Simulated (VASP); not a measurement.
# AlP (l) (F-43m) in VASP: notebook, part 2 of 2

VASP 6.6.1.

### Step 3. Single point, LDA

This run uses another cell than the first one, of 20.05 Å³/atom, 0.979 times its volume.

INCAR

```
SYSTEM = AlP
PREC = Accurate
ENCUT = 500
EDIFF = 1E-6
ISMEAR = 0
SIGMA = 0.02
LREAL = .FALSE.
LASPH = .TRUE.
NELM = 120
ALGO = Normal
ISIF = 2
LWAVE = .FALSE.
LCHARG = .TRUE.
LELF = .TRUE.
LVHAR = .TRUE.
NBANDS = 11
GGA_COMPAT = .FALSE.
```

KPOINTS

```
regular mesh
0
G
  8 8 8
  0 0 0
```

POSCAR

```
AlP
1.0
    0.0000000000      2.7168897679      2.7168897679
    2.7168897679      0.0000000000      2.7168897679
    2.7168897679      2.7168897679      0.0000000000
Al P
1 1
Direct
    0.0000000000      0.0000000000      0.0000000000
    0.2500000000      0.2500000000      0.2500000000
```

Potentials or basis: VASP PAW LDA potentials, release 64 (Al, P).

Launch:

```
$ cat potpaw_LDA.64/Al/POTCAR potpaw_LDA.64/P/POTCAR > POTCAR
$ mpirun -np 1 vasp_std > vasp.out
```

OUTCAR:

```text
SYSTEM = AlP
   PREC = Accurate
   ENCUT = 500
   EDIFF = 1E-6
   ISMEAR = 0
   LREAL = .FALSE.
   LASPH = .TRUE.
   NELM = 120
   ISIF = 2

 ion  position               nearest neighbor table
   1  0.000  0.000  0.000-   2 2.35   2 2.35   2 2.35   2 2.35
   2  0.250  0.250  0.250-   1 2.35   1 2.35   1 2.35   1 2.35

  LATTYP: Found a face centered cubic cell.
 ALAT       =     5.4337795358

  Lattice vectors:

 A1 = (   0.0000000000,   2.7168897679,   2.7168897679)
 A2 = (   2.7168897679,   0.0000000000,   2.7168897679)
 A3 = (   2.7168897679,   2.7168897679,   0.0000000000)

[... 520 lines left out ...]

  FORCE on cell =-STRESS in cart. coord.  units (eV):
  Direction    XX          YY          ZZ          XY          YZ          ZX
  --------------------------------------------------------------------------------------
  -------------------------------------------------------------------------------------
  Total        0.0149409      0.0149409      0.0149409      0.0000000      0.0000000      0.0000000
  in kB        0.5968161      0.5968161      0.5968161      0.0000000      0.0000000      0.0000000
  external PRESSURE =       0.5968161 kB  Pullay stress =       0.0000000 kB

 VOLUME and BASIS-vectors are now :
 -----------------------------------------------------------------------------
  energy-cutoff  :      500.00
  volume of cell :       40.11
      direct lattice vectors                 reciprocal lattice vectors
     0.000000000  2.716889768  2.716889768    -0.184033966  0.184033966  0.184033966
     2.716889768  0.000000000  2.716889768     0.184033966 -0.184033966  0.184033966
     2.716889768  2.716889768  0.000000000     0.184033966  0.184033966 -0.184033966

 POSITION                                       TOTAL-FORCE (eV/Angst)
 -----------------------------------------------------------------------------------
      0.00000      0.00000      0.00000         0.000000      0.000000      0.000000
      1.35844      1.35844      1.35844        -0.000000     -0.000000     -0.000000
 -----------------------------------------------------------------------------------
    total drift:                               -0.000000     -0.000000     -0.000000

  FREE ENERGIE OF THE ION-ELECTRON SYSTEM (eV)
  ---------------------------------------------------
  free  energy   TOTEN  =       -11.4122467889 eV

  energy  without entropy=      -11.4122467889  energy(sigma->0) =      -11.41224679
```

OSZICAR:

```text
N       E                     dE             d eps       ncg     rms          rms(c)
DAV:   1     0.972832244576E+01    0.97283E+01   -0.29448E+03   638   0.525E+02
DAV:   2    -0.109941947663E+02   -0.20723E+02   -0.19733E+02   826   0.863E+01
DAV:   3    -0.118430370098E+02   -0.84884E+00   -0.84732E+00   812   0.173E+01
DAV:   4    -0.118498527120E+02   -0.68157E-02   -0.68152E-02   766   0.192E+00
DAV:   5    -0.118499377362E+02   -0.85024E-04   -0.85023E-04   839   0.205E-01    0.470E+00
DAV:   6    -0.114832317192E+02    0.36671E+00   -0.69313E-01   730   0.306E+00    0.293E+00
DAV:   7    -0.114174296622E+02    0.65802E-01   -0.22725E-01   768   0.188E+00    0.145E+00
DAV:   8    -0.114123962456E+02    0.50334E-02   -0.17374E-02   734   0.611E-01    0.180E-01
DAV:   9    -0.114122324233E+02    0.16382E-03   -0.11912E-03   728   0.175E-01    0.562E-02
DAV:  10    -0.114122439533E+02   -0.11530E-04   -0.41013E-05   790   0.334E-02    0.207E-02
DAV:  11    -0.114122470933E+02   -0.31400E-05   -0.69280E-06   737   0.141E-02    0.149E-02
DAV:  12    -0.114122467889E+02    0.30445E-06   -0.12194E-06   454   0.472E-03
   1 F= -.11412247E+02 E0= -.11412247E+02  d E =-.580588E-16
```

stdout:

```text
POSCAR found type information on POSCAR AlP
 POSCAR found :  2 types and       2 ions
 scaLAPACK will be used
 LDA part: xc-table for (Slater(with rela. corr.)+CA(PZ))
 , standard interpolation
 POSCAR, INCAR and KPOINTS ok, starting setup
 FFT: planning ... GRIDC
 FFT: planning ... GRID_SOFT
 FFT: planning ... GRID
 WAVECAR not read
 entering main loop
```

Run time: 10 s. Hardware: 1 thread of AMD EPYC 9R45 (Zen 5), shared host; peak memory 0.11 GiB.

Results:

- Free energy: -11.4122 eV
- Pressure: 0.1 GPa
- Band gap on the k mesh: 1.41 eV, indirect (least direct gap 3.24 eV)

A k mesh can miss the band edges. A hybrid or GW would open this gap; LDA tends to underestimate it.

### Step 4. Relaxation of cell and atoms, LDA

INCAR

```
PREC = Accurate
ENCUT = 500
EDIFF = 1E-7
ISMEAR = 0
SIGMA = 0.02
LREAL = False
LASPH = True
NELM = 120
ALGO = Normal
ISIF = 3
LWAVE = False
LCHARG = False
GGA = CA
IBRION = 2
NSW = 100
EDIFFG = -0.002
GGA_COMPAT = False
NELMIN = 4
```

KPOINTS

```
regular mesh
0
Gamma
  8 8 8
```

POSCAR

```
AlP
1.0
    0.0000000000      2.7364837100      2.7364837100
    2.7364837100      0.0000000000      2.7364837100
    2.7364837100      2.7364837100      0.0000000000
Al P
1 1
Direct
    0.0000000000      0.0000000000      0.0000000000
    0.2500000000      0.2500000000      0.2500000000
```

Launch:

```
$ cat potpaw_LDA.64/Al/POTCAR potpaw_LDA.64/P/POTCAR > POTCAR
$ mpirun -np 1 vasp_std > vasp.out
```

Wall time 13 s (1 thread of AMD EPYC 9R45 (Zen 5), shared host); peak memory 0.1 GiB.

Results (log left out):

| Quantity | Value |
| --- | --- |
| Free energy | -11.4124 eV |
| Relaxed volume | 20.07 Å³/atom |
| Relaxed cell | a = 3.843 Å, b = 3.843 Å, c = 3.843 Å, α = 60.00°, β = 60.00°, γ = 60.00° |
| Space group after relaxing (to 0.05 Å) | F-43m (No. 216) |
| Energy gained by relaxing | 2.4 meV/atom |
| Ionic steps | 3 |
| Pressure after relaxing | 0.0 GPa |
| Band gap on the k mesh | 1.42 eV, indirect (least direct gap 3.24 eV) |

The path:
```
step  energy change (eV)  largest force (eV/Å)  pressure (GPa)  volume (Å³)
   1              0.0000                0.0000           -1.81        40.98
   2             -0.0030                0.0000            1.18        39.63
   3             -0.0049                0.0000            0.00        40.14
```

Final structure:
```yaml
crystal:
  lattice:
    - [0.00000, 2.71750, 2.71750]
    - [2.71750, 0.00000, 2.71750]
    - [2.71750, 2.71750, 0.00000]
  atoms:
    - { symbol: Al, position: [0.00000, 0.00000, 0.00000] }
    - { symbol: P, position: [0.25000, 0.25000, 0.25000] }
```

Levels at points of the mesh, in eV from the valence-band top:
```csv
k point,band 2,band 3,band 4,band 5,band 6,band 7
"(0.00, 0.00, 0.00)",0.00,0.00,0.00,3.24,4.49,4.49
"(0.50, 0.00, 0.00)",-5.64,-0.78,-0.78,2.72,4.74,4.74
"(0.50, 0.50, 0.00)",-5.40,-2.15,-2.15,1.42,2.33,11.00
```

A k mesh can miss the band edges. A hybrid or GW would open this gap; LDA tends to underestimate it.

### Step 5. Overview

| task | cell | k mesh | smearing | gap on the mesh (eV) | pressure (GPa) |
| --- | --- | --- | --- | --- | --- |
| single point | a = 3.870 Å, angles 60.0°, 2 atoms | 6 × 6 × 6 | gaussian 0.1 eV | 1.45 | -1.8 |
| single point | a = 3.842 Å, angles 60.0°, 2 atoms | 8 × 8 × 8 | gaussian 0.02 eV | 1.41 | 0.1 |
| relaxation of cell and atoms | relaxed from a = 3.870 Å, angles 60.0°, 2 atoms | 8 × 8 × 8 | gaussian 0.02 eV | 1.42 | 0.0 |

Alike in all rows: level LDA; potentials or basis VASP PAW LDA potentials, release 64 (Al, P); no spin polarisation; cutoff (eV) 500.

Total energies depend on the potentials used, so only differences within one code and one set of settings carry meaning.
